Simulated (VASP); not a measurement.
A run of VASP 6.6.1 is set up as follows.

The input INCAR:

```
SYSTEM = SnSe2
PREC = Accurate ; ENCUT = 600
EDIFF = 1E-6 ; ISMEAR = 0
SIGMA = 0.1 ; LREAL = .FALSE.
LASPH = .TRUE. ; NELM = 100
ALGO = Normal ; ISIF = 3
LWAVE = .FALSE. ; LCHARG = .FALSE.
GGA = PE ; IBRION = 2
NSW = 90 ; EDIFFG = -0.04
```

Contents of KPOINTS:

```
Automatic mesh
0
G
  6 6 2
  0 0 0
```

The input POSCAR:

```
SnSe2
1.0
    2.9736124391      0.0000000000      0.0000000000
    0.0000000000      2.9736124391      0.0000000000
    0.0000000000      0.0000000000      8.3517115781
Sn Se
1 2
Direct
    0.0000000000      0.0000000000      0.0000000000
    0.0000000000      0.0000000000      0.6724492756
    0.0000000000      0.0000000000      0.3275507244
```

Potentials or basis: VASP PAW PBE potentials, release 64 (Sn_d, Se).

Command:

```bash
$ cat potpaw_PBE.64/Sn_d/POTCAR potpaw_PBE.64/Se/POTCAR > POTCAR
$ mpirun -np 1 vasp_std > vasp.out
```

Problem. Predict the space group after relaxing (to 0.1 Å).

Solution. P4/mmm (No. 123).

Problem. Predict the band gap on the k mesh.

Solution. Zero (bands 13 and 14 overlap by 3.34 eV).

Problem. What does it give for the relaxed cell?

Solution. a = 3.042 Å, b = 3.042 Å, c = 8.289 Å, α = 90.00°, β = 90.00°, γ = 90.00°.

Stress tensor (GPa, compression positive):
```
 0.12  0.00  0.00
 0.00  0.12  0.00
 0.00  0.00 -0.24
```

Caveat: the k points lie up to 0.38 Å⁻¹ apart in the final cell, too coarse for converged energies and pressures of a metal; spin-orbit coupling is left out, which moves the levels of the heavy elements.
